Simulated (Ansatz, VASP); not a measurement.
**One calculation of C, two programs**

The input INCAR:

```
SYSTEM = C
PREC = Accurate
ENCUT = 520
EDIFF = 1E-6
ISMEAR = 0
SIGMA = 0.05
LREAL = .False.
LASPH = .True.
NELM = 80
ALGO = Normal
ISIF = 2
LWAVE = .False.
LCHARG = .False.
NBANDS = 36
```

The input KPOINTS:

```
Automatic mesh
0
Gamma
  12 12 2
  0 0 0
```

Contents of POSCAR:

```
C
1.0
    2.6666000000      0.0000000000      0.0000000000
   -1.3333000000      2.3093433417      0.0000000000
    0.0000000000      0.0000000000     11.6772000000
C
12
Direct
    0.0000000000      0.0000000000      0.1868599868
    0.0000000000      0.0000000000      0.6868599868
    0.0000000000      0.0000000000      0.3131400132
    0.0000000000      0.0000000000      0.8131400132
    0.3333333333      0.6666666667      0.5207718743
    0.6666666667      0.3333333333      0.0207718743
    0.3333333333      0.6666666667      0.9792281257
    0.6666666667      0.3333333333      0.4792281257
    0.3333333333      0.6666666667      0.6450609412
    0.6666666667      0.3333333333      0.1450609412
    0.3333333333      0.6666666667      0.8549390588
    0.6666666667      0.3333333333      0.3549390588
```

Input for Ansatz:

```yaml
crystal:
  lattice:
    - [2.6666, 0.0, 0.0]
    - [-1.3333, 2.3093433417, 0.0]
    - [0.0, 0.0, 11.6772]
  atoms:
    - { symbol: C, position: [0.0, 0.0, 0.1868599868] }
    - { symbol: C, position: [0.0, 0.0, 0.6868599868] }
    - { symbol: C, position: [0.0, 0.0, 0.3131400132] }
    - { symbol: C, position: [0.0, 0.0, 0.8131400132] }
    - { symbol: C, position: [0.3333333333, 0.6666666667, 0.5207718743] }
    - { symbol: C, position: [0.6666666667, 0.3333333333, 0.0207718743] }
    - { symbol: C, position: [0.3333333333, 0.6666666667, 0.9792281257] }
    - { symbol: C, position: [0.6666666667, 0.3333333333, 0.4792281257] }
    - { symbol: C, position: [0.3333333333, 0.6666666667, 0.6450609412] }
    - { symbol: C, position: [0.6666666667, 0.3333333333, 0.1450609412] }
    - { symbol: C, position: [0.3333333333, 0.6666666667, 0.8549390588] }
    - { symbol: C, position: [0.6666666667, 0.3333333333, 0.3549390588] }
basis:
  ecutwfc: 520.0
kpoints:
  mp_grid: { grid: [12, 12, 2] }
hamiltonian:
  xc: lda
  pseudopotentials: { kind: paw, azcp: { folder: soft_1 } }
scf:
  occupations: { method: gaussian, width: 0.05 }
output:
  forces: true
  stress: true
  eigenvalues: true
```

Alike in both runs: task single point; functional LDA; k mesh 12 × 12 × 2; occupations gaussian, width 0.05 eV; no spin polarisation.

|  | VASP | Ansatz |
| --- | --- | --- |
| version | VASP 6.6.1 | Ansatz 0.2.0 |
| potentials or method | VASP PAW LDA potentials, release 64 (C), cutoff 520 eV | scalar-relativistic, plane waves, PAW |
| valence electrons in the cell | 48 | 48 |

```csv
,VASP,Ansatz,Ansatz less VASP
gap on the k mesh at the Fermi level (eV),2.79,2.80,+0.012
least direct gap on the mesh (eV),3.81,3.81,+0.005
pressure (GPa),-24.3,-25.6,-1.30
"traceless stress, the component that is largest in VASP (GPa)",88.50,88.05,-0.450
rms of the force components (eV/Å),0.448,0.426,-0.0217
```

Ansatz warns that its potentials were made for another functional, while VASP's fit it. LDA's correlation is that of Perdew and Zunger in VASP and of Perdew and Wang (1992) in Ansatz. Atom by atom the forces differ by 0.022 eV/Å (rms over components).
